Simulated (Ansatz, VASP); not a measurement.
# AlN in VASP and in Ansatz

Contents of POSCAR:

```
AlN
1.0
    3.1066945036      0.0000000000      0.0000000000
   -1.5533472518      2.6904763619      0.0000000000
    0.0000000000      0.0000000000      4.9785885494
Al N
2 2
Direct
    0.3333333333      0.6666666667     -0.0007956041
    0.6666666667      0.3333333333      0.4992043959
    0.3333333333      0.6666666667      0.3807956041
    0.6666666667      0.3333333333      0.8807956041
```

File INCAR.step1:

```
ALGO = Normal ; EDIFF = 1E-4
ENCUT = 520 ; GGA = PE
ISMEAR = 0 ; LASPH = T
LCHARG = F ; LREAL = F
LWAVE = T ; NBANDS = 16
NELM = 100 ; PREC = Accurate
SIGMA = 0.01
```

Contents of INCAR.step2:

```
ALGO = Normal ; EDIFF = 1E-6
ENCUT = 520 ; ISIF = 2
ISMEAR = 0 ; ISTART = 1
LASPH = T ; LCHARG = F
LMIXTAU = T ; LREAL = F
LWAVE = F ; METAGGA = R2SCAN
NBANDS = 16 ; NELM = 100
PREC = Accurate ; SIGMA = 0.01
```

The input KPOINTS:

```
k-points
0
Gamma
  12 12 6
```

Input for Ansatz:

```yaml
crystal:
  lattice:
    - [3.1066945036, 0.0, 0.0]
    - [-1.5533472518, 2.6904763619, 0.0]
    - [0.0, 0.0, 4.9785885494]
  atoms:
    - { symbol: Al, position: [0.3333333333, 0.6666666667, -0.0007956041] }
    - { symbol: Al, position: [0.6666666667, 0.3333333333, 0.4992043959] }
    - { symbol: "N", position: [0.3333333333, 0.6666666667, 0.3807956041] }
    - { symbol: "N", position: [0.6666666667, 0.3333333333, 0.8807956041] }
kpoints:
  mp_grid: { grid: [12, 12, 6] }
  band_path:
    path:
      - [0.0, 0.0, 0.0]
      - [0.5, 0.0, 0.0]
      - [0.3333333333, 0.3333333333, 0.0]
      - [0.0, 0.0, 0.5]
      - [0.5, 0.0, 0.5]
      - [0.3333333333, 0.3333333333, 0.5]
    npoints: 1
hamiltonian:
  xc: r2scan
scf:
  occupations: { method: fixed }
  n_extra_bands: 5
output:
  forces: true
  stress: true
  eigenvalues: true
```

Alike in both runs: task single point; functional r2SCAN; k mesh 12 × 12 × 6; no spin polarisation.

|  | VASP | Ansatz |
| --- | --- | --- |
| version | VASP 6.6.1 | Ansatz 0.2.0 |
| potentials or method | VASP PAW PBE potentials, release 64 (Al, N) | plane waves, PAW |
| plane-wave cutoff (eV) | 520 | 500 |
| occupations | gaussian, width 0.01 eV | fixed |
| valence electrons in the cell | 16 | 16 |

VASP gave:

```
gap on the k mesh at the Fermi level (eV) : 4.92
pressure (GPa)                            : -0.4
```

Problem. Estimate Ansatz's values.

Solution. gap on the k mesh at the Fermi level (eV): 4.88; pressure (GPa): 0.0.

VASP's potentials were made for PBE, not for r2SCAN.
